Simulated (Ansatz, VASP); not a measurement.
Cd2BiO2 in VASP and in Ansatz

```
Cd Bi O
1.0
     4.04784    0.00000    0.00000
    -2.02392    3.50553    0.00000
     0.00000    0.00000    7.91545
Cd Bi O
2 1 2
Cartesian
  2.0239 1.1685 3.9577
  0.0000 2.3370 0.0000
  2.0239 1.1685 0.0000
  0.0000 0.0000 5.5846
  0.0000 0.0000 2.3308
```

Change from the starting cell: species swapped into the Sr2ZnAs2 type (P-6m2, No. 187).

Alike in both runs: task single point; functional PBE; k mesh 6 × 6 × 2; occupations gaussian, width 0.1 eV; no spin polarisation.

|  | VASP | Ansatz |
| --- | --- | --- |
| version | VASP 6.6.1 | Ansatz 0.2.0 |
| potentials or method | VASP PAW PBE potentials, release 64 (Cd, Bi_d, O), cutoff 520 eV | scalar-relativistic, plane waves, PAW |
| valence electrons in the cell | 51 | 67 |

|  | VASP | Ansatz | Ansatz less VASP |
| --- | --- | --- | --- |
| gap on the k mesh at the Fermi level (eV) | none | none | - |
| pressure (GPa) | 12.0 | 11.6 | -0.43 |
| traceless stress, the component that is largest in VASP (GPa) | -26.61 | -26.19 | +0.424 |
| rms of the force components (eV/Å) | 0.079 | 0.080 | +0.0009 |

Atom by atom the forces differ by 0.001 eV/Å (rms over components). A gap of «none» marks a metal or a gap that the smearing closes. The functional is the same, so the differences come from potentials, cutoffs and numerics. VASP's potentials hold 51 valence electrons a cell and Ansatz's 67, so a difference there can come from the potentials and not from the codes.

The k mesh is coarse, so the values compare programs but aren't converged. Spin-orbit coupling is off throughout.
